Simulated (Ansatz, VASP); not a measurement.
One calculation of Cu, two programs

```
CELL_PARAMETERS angstrom
0.00000 1.83129 1.83129
1.83129 0.00000 1.83129
1.83129 1.83129 0.00000
ATOMIC_POSITIONS crystal
Cu 0.00000 0.00000 0.00000
```

Alike in both runs: task single point; functional revPBE; dispersion D4; k mesh 13 × 13 × 13; occupations fermi-dirac, width 0.05 eV; no spin polarisation.

|  | VASP | Ansatz |
| --- | --- | --- |
| version | VASP 6.6.1 | Ansatz 0.2.0 |
| potentials or method | VASP PAW PBE potentials, release 64 (Cu) | Ansatz PAW |
| plane-wave cutoff (eV) | 600 | 420 |
| valence electrons in the cell | 11 | 19 |

```tsv
	VASP	Ansatz	Ansatz less VASP
gap on the k mesh at the Fermi level (eV)	none	none	-
pressure (GPa)	-11.6	-12.2	-0.63
```

VASP's potentials were made for PBE, not for revPBE. A gap of «none» marks a metal or a gap that the smearing closes. VASP's potentials hold 11 valence electrons a cell and Ansatz's 19, so a difference there can come from the potentials and not from the codes.
